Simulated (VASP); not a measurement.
Set up this calculation in VASP 6.6.1, as the native input.

* Task: relaxation of cell and atoms
* Functional: LDA
* Potentials or basis: VASP PAW LDA potentials, release 64 (Al, N)
* Cutoff: 600 eV
* k mesh: 10 × 10 × 10
* Occupations: gaussian, width 0.01 eV
* Spin: no spin polarisation
* Target pressure: 1 GPa
* Dipole correction: no
* Further INCAR settings: ALGO = Normal; EDIFF = 1e-06; IBRION = 2; EDIFFG = -0.002; NSW = 100; ISIF = 3

The structure of AlN lies in POSCAR:

```
AlN
1.0
    0.0000000000      2.1711476922      2.1711476922
    2.1711476922      0.0000000000      2.1711476922
    2.1711476922      2.1711476922      0.0000000000
Al N
1 1
Direct
    0.0000000000      0.0000000000      0.0000000000
    0.2500000000      0.2500000000      0.2500000000
```

The input as run:

INCAR

```
PREC = Accurate
ENCUT = 600
EDIFF = 1E-6
ISMEAR = 0
SIGMA = 0.01
LREAL = F
LASPH = T
NELM = 100
ALGO = Normal
ISIF = 3
LWAVE = F
LCHARG = F
GGA = CA
IBRION = 2
NSW = 100
EDIFFG = -0.002
PSTRESS = 10.0
```

KPOINTS

```
regular mesh
0
Gamma
  10 10 10
```

Potentials or basis: VASP PAW LDA potentials, release 64 (Al, N).

Launch:

```bash
$ cat potpaw_LDA.64/Al/POTCAR potpaw_LDA.64/N/POTCAR > POTCAR
$ mpirun -np 1 vasp_std > vasp.out
```

It gave:

* Relaxed volume: 10.21 Å³/atom
* Relaxed cell: a = 3.068 Å, b = 3.068 Å, c = 3.068 Å, α = 60.00°, β = 60.00°, γ = 60.00°
* Space group after relaxing (to 0.05 Å): F-43m (No. 216)
* Energy change on relaxing (the enthalpy is what falls): +0.1 meV/atom
* Ionic steps: 3
* Pressure after relaxing: 1.0 GPa
* Band gap on the k mesh: 3.23 eV, indirect (least direct gap 4.41 eV)

Caveat: the cell is relaxed towards a set pressure, so the enthalpy falls and the energy may rise.

Run time: 52 s on 1 thread of AMD EPYC 7R13, on a shared host, peak memory 0.11 GiB.
